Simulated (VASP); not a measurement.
Write the native input for VASP 6.6.1 that does the following.

```
Task                   : single point
Functional             : LDA
Potentials or basis    : VASP PAW LDA potentials, release 64 (I, Na_pv)
Cutoff                 : 520 eV
k mesh                 : 7 × 7 × 7
Occupations            : fermi-dirac, width 0.05 eV
Spin                   : no spin polarisation
Dipole correction      : no
Further INCAR settings : ALGO = Normal; EDIFF = 1e-07; NBANDS = 14
```

The structure of NaI lies in POSCAR:

```
NaI
1.0
    0.0000000000      3.2364000000      3.2364000000
    3.2364000000      0.0000000000      3.2364000000
    3.2364000000      3.2364000000      0.0000000000
I Na
1 1
Direct
    0.5000000000      0.5000000000      0.5000000000
    0.0000000000      0.0000000000      0.0000000000
```

One way to write it, as run:

INCAR

```
ALGO = Normal
EDIFF = 1E-7
ENCUT = 520
ISIF = 2
ISMEAR = -1
LASPH = True
LCHARG = False
LREAL = False
LWAVE = False
NBANDS = 14
NELM = 100
PREC = Accurate
SIGMA = 0.05
```

KPOINTS

```
k-points
0
Gamma
  7 7 7
```

Potentials or basis: VASP PAW LDA potentials, release 64 (I, Na_pv).

The run is started by

```console
$ cat potpaw_LDA.64/I/POTCAR potpaw_LDA.64/Na_pv/POTCAR > POTCAR
$ mpirun -np 1 vasp_std > vasp.out
```

It gave:

* Pressure: -1.6 GPa
* Band gap on the k mesh: 3.35 eV, direct

Caveat: spin-orbit coupling is left out, which moves the levels of the heavy elements.

Run time: 9.9 s on 1 thread of AMD EPYC 9R45 96-Core Processor (Zen 5), with other jobs on the host, peak memory 0.15 GiB.
